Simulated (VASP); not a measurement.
Here is a VASP 6.6.1 calculation.

The input INCAR:

```
SYSTEM = ZnS
ALGO = Normal
EDIFF = 1E-6
ENCUT = 500
GGA = PE
GGA_COMPAT = .False.
ISIF = 2
ISMEAR = -1
LASPH = .True.
LCHARG = .False.
LREAL = .False.
LWAVE = .False.
NBANDS = 16
NELM = 120
PREC = Accurate
SIGMA = 0.03
```

KPOINTS

```
k-points
0
Gamma
  4 4 4
  0 0 0
```

The input POSCAR:

```
ZnS
1.0
    0.0000000000      2.7020000000      2.7020000000
    2.7020000000      0.0000000000      2.7020000000
    2.7020000000      2.7020000000      0.0000000000
Zn S
1 1
Direct
    0.7500000000      0.7500000000      0.7500000000
    0.0000000000      0.0000000000      0.0000000000
```

Potentials or basis: VASP PAW PBE potentials, release 64 (Zn, S).

Command:

```sh
$ cat potpaw_PBE.64/Zn/POTCAR potpaw_PBE.64/S/POTCAR > POTCAR
$ mpirun -np 1 vasp_std > vasp.out
```

Question: Estimate the pressure.

Answer: 2.1 GPa.

Question: Predict the band gap on the k mesh.

Answer: 2.10 eV.

Caveat: the k points lie up to 0.50 Å⁻¹ apart. As with any semilocal functional, this PBE gap is likely too small.
